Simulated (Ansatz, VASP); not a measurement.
## ZnS in VASP and in Ansatz

POSCAR

```
ZnS
1.0
   -3.8067217533      0.0000000000      0.0000000000
    0.0000000000      0.0000000000     -6.2457351331
    0.0000000000     -6.5934354870      0.0000000000
Zn S
4 4
Direct
    0.5000000000      0.9913191808      0.1676660055
    0.0000000000      0.9964541758      0.6656685641
    0.0000000000      0.4979046778      0.3343326721
    0.5000000000      0.4927696828      0.8323352307
    0.5000000000      0.6327469372      0.1774623375
    0.0000000000      0.6203880707      0.6558684751
    0.0000000000      0.1080292042      0.3441290041
    0.5000000000      0.1203880707      0.8225351417
```

File INCAR.step1:

```
PREC = Accurate
ENCUT = 520
ISMEAR = 0
SIGMA = 0.05
LREAL = False
LASPH = True
NELM = 80
NBANDS = 46
GGA = PE
ALGO = Normal
EDIFF = 1E-4
LWAVE = True
LCHARG = False
```

File INCAR.step2:

```
PREC = Accurate
ENCUT = 520
EDIFF = 1E-6
ISMEAR = 0
SIGMA = 0.05
LREAL = False
LASPH = True
NELM = 80
ALGO = Normal
ISIF = 2
LWAVE = False
LCHARG = False
METAGGA = R2SCAN
LMIXTAU = True
NBANDS = 46
ISTART = 1
```

KPOINTS

```
Automatic mesh
0
Gamma
  6 4 4
```

Input for Ansatz:

```yaml
crystal:
  lattice:
    - [-3.8067217533, 0.0, 0.0]
    - [0.0, 0.0, -6.2457351331]
    - [0.0, -6.593435487, 0.0]
  atoms:
    - { symbol: Zn, position: [0.5, 0.9913191808, 0.1676660055] }
    - { symbol: Zn, position: [0.0, 0.9964541758, 0.6656685641] }
    - { symbol: Zn, position: [0.0, 0.4979046778, 0.3343326721] }
    - { symbol: Zn, position: [0.5, 0.4927696828, 0.8323352307] }
    - { symbol: S, position: [0.5, 0.6327469372, 0.1774623375] }
    - { symbol: S, position: [0.0, 0.6203880707, 0.6558684751] }
    - { symbol: S, position: [0.0, 0.1080292042, 0.3441290041] }
    - { symbol: S, position: [0.5, 0.1203880707, 0.8225351417] }
basis:
  ecutwfc: 500
kpoints:
  mp_grid: { grid: [6, 4, 4] }
hamiltonian:
  xc: r2scan
scf:
  occupations: { method: gaussian, width: 0.05 }
output:
  forces: true
  stress: true
  eigenvalues: true
```

Change from the starting cell: mode 23 (339.3 1/cm) frozen in, largest displacement +0.105 Å.

Alike in both runs: task single point; functional r2SCAN; k mesh 6 × 4 × 4; occupations gaussian, width 0.05 eV; no spin polarisation.

|  | VASP | Ansatz |
| --- | --- | --- |
| version | VASP 6.6.1 | Ansatz 0.2.0 |
| potentials or method | VASP PAW PBE potentials, release 64 (Zn, S), cutoff 520 eV | scalar-relativistic, plane waves, PAW |
| valence electrons in the cell | 72 | 72 |

|  | VASP | Ansatz | Ansatz less VASP |
| --- | --- | --- | --- |
| gap on the k mesh at the Fermi level (eV) | 2.74 | 2.73 | -0.009 |
| least direct gap on the mesh (eV) | 2.74 | 2.73 | -0.009 |
| pressure (GPa) | 0.6 | 0.5 | -0.07 |
| traceless stress, the component that is largest in VASP (GPa) | -0.30 | -0.36 | -0.059 |
| rms of the force components (eV/Å) | 0.552 | 0.551 | -0.0011 |

VASP's potentials were made for PBE, not for r2SCAN. Atom by atom the forces differ by 0.007 eV/Å (rms over components).
